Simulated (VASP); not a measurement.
Here is a VASP 6.6.1 calculation.

File INCAR:

```
SYSTEM = Nb3C
PREC = Accurate ; ENCUT = 600
EDIFF = 1E-6 ; ISMEAR = 0
SIGMA = 0.1 ; LREAL = .FALSE.
LASPH = .TRUE. ; NELM = 60
ALGO = Fast ; ISIF = 3
LWAVE = .FALSE. ; LCHARG = .FALSE.
GGA = PE ; IBRION = 2
NSW = 100 ; EDIFFG = -0.01
```

File KPOINTS:

```
regular mesh
0
G
  12 12 8
  0 0 0
```

File POSCAR:

```
Nb3C
1.0
    5.3474818012      0.0000000000      0.0000000000
   -2.6737409006      4.6310550861      0.0000000000
    0.0000000000      0.0000000000      4.7556375826
Nb C
6 2
Direct
    0.3361052335      0.1680526167      0.7500000000
    0.8319473833      0.6638947665      0.7500000000
    0.1680526167      0.8319473833      0.2500000000
    0.6638947665      0.8319473833      0.2500000000
    0.1680526167      0.3361052335      0.2500000000
    0.8319473833      0.1680526167      0.7500000000
    0.6666666667      0.3333333333      0.2500000000
    0.3333333333      0.6666666667      0.7500000000
```

Potentials or basis: VASP PAW PBE potentials, release 64 (Nb_sv, C).

Run with:

```sh
$ cat potpaw_PBE.64/Nb_sv/POTCAR potpaw_PBE.64/C/POTCAR > POTCAR
$ mpirun -np 1 vasp_std > vasp.out
```

What does it give for the relaxed cell?

a = 5.355 Å, b = 5.355 Å, c = 4.738 Å, α = 90.00°, β = 90.00°, γ = 120.00°.

Estimate the relaxed volume.

14.71 Å³/atom.

Step by step:
```tsv
step	energy change (eV)	largest force (eV/Å)	pressure (GPa)	volume (Å³)
1	0.0000	0.0674	-0.20	117.77
2	-0.0012	0.0166	0.32	117.45
3	-0.0012	0.0040	0.27	117.50
4	-0.0014	0.0277	-0.24	117.79
5	-0.0015	0.0178	-0.03	117.67
6	-0.0016	0.0070	0.01	117.65
```
